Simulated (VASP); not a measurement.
LiF3:

```
CELL_PARAMETERS angstrom
2.44345 0.00000 0.00000
-1.22173 2.11609 0.00000
0.00000 0.00000 8.01071
ATOMIC_POSITIONS crystal
Li 0.66667 0.33333 0.00000
F 0.66667 0.33333 0.50000
F 0.33333 0.66667 0.25407
F 0.33333 0.66667 0.74593
```

The cell was built from a structure type or drawn by symmetry, and may not be a known phase.

| Item | Value |
| --- | --- |
| Program | VASP 6.6.1 |
| Task | relaxation of cell and atoms |
| Functional | PBE |
| Potentials or basis | VASP PAW PBE potentials, release 64 (Li_sv, F) |
| Cutoff | 600 eV |
| k mesh | 12 × 12 × 2 |
| Occupations | gaussian, width 0.1 eV |
| Spin | collinear spin |
| Starting moments | [0.0, 1.0, 1.0, 1.0] μB |

At the start: pressure 0.8 GPa; volume 10.36 Å³/atom.

Question: How do energy, volume and symmetry change on relaxing?

Answer: Over 15 steps the energy falls by 853.8 meV/atom and the volume is 10.56 Å³/atom (+1.9 %); space group P-6m2 (No. 187, to 0.1 Å) before and after; moment 0.66 μB per cell.

The path:
```
step  energy change (eV)  largest force (eV/Å)  pressure (GPa)  volume (Å³)
   1              0.0000                2.8258            0.76        41.42
   2             -1.7506                1.9951           -1.06        41.46
   3             -3.3618                0.1999            6.02        38.17
   4             -3.4362                0.3123            0.01        41.44
   5             -3.4376                0.3255           -0.89        41.99
   6             -3.4850                0.1008           -0.33        42.75
   7             -2.4777                1.6806            5.07        44.90
   8             -3.3779                0.6539           -0.26        43.97
   9             -3.3903                0.3716           -1.18        43.13
  10             -3.4135                0.0538           -0.32        42.89
  11             -3.4135                0.0464           -0.29        42.88
  12             -3.4141                0.0469           -0.18        42.71
  13             -3.4149                0.0489            0.20        42.21
  14             -3.4150                0.0402           -0.20        42.23
  15             -3.4152                0.0033           -0.03        42.22
```

Final structure:
```
CELL_PARAMETERS angstrom
2.91681 0.00000 0.00000
-1.45840 2.52603 0.00000
0.00000 0.00000 5.73050
ATOMIC_POSITIONS crystal
Li 0.66667 0.33333 0.00000
F 0.66667 0.33333 0.50000
F 0.33333 0.66667 0.16876
F 0.33333 0.66667 0.83124
```

Caveat: the k points lie up to 0.55 Å⁻¹ apart in the final cell; the cutoff is under 1.25 times the usual one of these potentials, so pressure, stress and relaxed cells hold a basis-set (Pulay) error; a cell axis changed by over 15 % at a fixed basis, so the end point is rough.
